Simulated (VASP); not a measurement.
Write the native input for VASP 6.6.1 that does the following.

| Property | Result |
| --- | --- |
| Task | single point |
| Functional | PBE |
| Potentials or basis | VASP PAW PBE potentials, release 64 (Na_pv, Zr_sv, O) |
| Cutoff | 520 eV |
| k mesh | 6 × 6 × 2 |
| Occupations | gaussian, width 0.2 eV |
| Spin | no spin polarisation |
| Dipole correction | no |
| Further INCAR settings | ALGO = Normal; EDIFF = 1e-06; NBANDS = 40 |

The structure of Na5ZrO2 lies in POSCAR:

```
Na5ZrO2
1.0
    3.4275824039      0.0000000000      0.0000000000
   -1.7137912019      2.9683734353      0.0000000000
    0.0000000000      0.0000000000     18.3631343212
Na Zr O
5 1 2
Direct
    0.6666666667      0.3333333333      0.1637138542
    0.3333333333      0.6666666667      0.3296132697
    0.0000000000      0.0000000000      0.5000000000
    0.6666666667      0.3333333333      0.6703867303
    0.3333333333      0.6666666667      0.8362861458
    0.0000000000      0.0000000000      1.0000000000
    0.6666666667      0.3333333333      0.9487235446
    0.3333333333      0.6666666667      0.0512764554
```

The input as run:

INCAR

```
  PREC = Accurate
  ENCUT = 520
  EDIFF = 1E-6
  ISMEAR = 0
  SIGMA = 0.2
  LREAL = F
  LASPH = T
  NELM = 60
  ALGO = Normal
  ISIF = 2
  LWAVE = F
  LCHARG = T
  GGA = PE
  LELF = T
  LVHAR = T
  NBANDS = 40
```

KPOINTS

```
Automatic mesh
0
Gamma
  6 6 2
```

Potentials or basis: VASP PAW PBE potentials, release 64 (Na_pv, Zr_sv, O).

Run with:

```sh
$ cat potpaw_PBE.64/Na_pv/POTCAR potpaw_PBE.64/Zr_sv/POTCAR potpaw_PBE.64/O/POTCAR > POTCAR
$ mpirun -np 1 vasp_std > vasp.out
```

Results of the run:

The pressure is 0.1 GPa. The largest force is 0.059 eV/Å.

Caveat: an odd number of electrons without spin polarisation forces a metal; a magnetic or distorted state may lie lower.

Run time: 2.4 min on 1 thread of Intel Xeon 6975P-C, on a shared host, peak memory 0.36 GiB.
